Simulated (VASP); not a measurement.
Input of a VASP 6.6.1 run:

The input INCAR:

```
ALGO     = Normal         # electronic algorithm
EDIFF    = 1E-7           # SCF threshold, eV
EDIFFG   = -0.01          # ionic threshold
ENCUT    = 600            # plane-wave cutoff, eV
GGA      = PE             # functional
IBRION   = 2              # ionic algorithm
ISIF     = 3              # what is computed and relaxed
ISMEAR   = 0              # smearing method
LASPH    = T              # aspherical terms in the spheres
LCHARG   = F              # write CHGCAR
LREAL    = F              # projectors in reciprocal space
LWAVE    = F              # write WAVECAR
NELM     = 100            # most SCF steps
NSW      = 100            # ionic steps
PREC     = Accurate       # precision mode
SIGMA    = 0.1            # smearing width, eV
```

File KPOINTS:

```
k-points
0
Gamma
  8 8 8
```

File POSCAR:

```
ZnAuS3
1.0
    4.8225015831      0.0000000000      0.0000000000
    0.0000000000      4.8225015831      0.0000000000
    0.0000000000      0.0000000000      4.8225015831
Zn S Au
1 3 1
Direct
    0.5000000000      0.5000000000      0.5000000000
    0.5000000000      0.0000000000      0.0000000000
    0.0000000000      0.5000000000      0.0000000000
    0.0000000000      0.0000000000      0.5000000000
    0.0000000000      0.0000000000      0.0000000000
```

Potentials or basis: VASP PAW PBE potentials, release 64 (Zn, S, Au).

Run with:

```sh
$ cat potpaw_PBE.64/Zn/POTCAR potpaw_PBE.64/S/POTCAR potpaw_PBE.64/Au/POTCAR > POTCAR
$ mpirun -np 1 vasp_std > vasp.out
```

(1) What does it give for the relaxed cell?

(2) Estimate the relaxed volume.

## Answers

(1) a = 4.834 Å, b = 4.834 Å, c = 4.834 Å, α = 90.00°, β = 90.00°, γ = 90.00°.

(2) 22.59 Å³/atom.
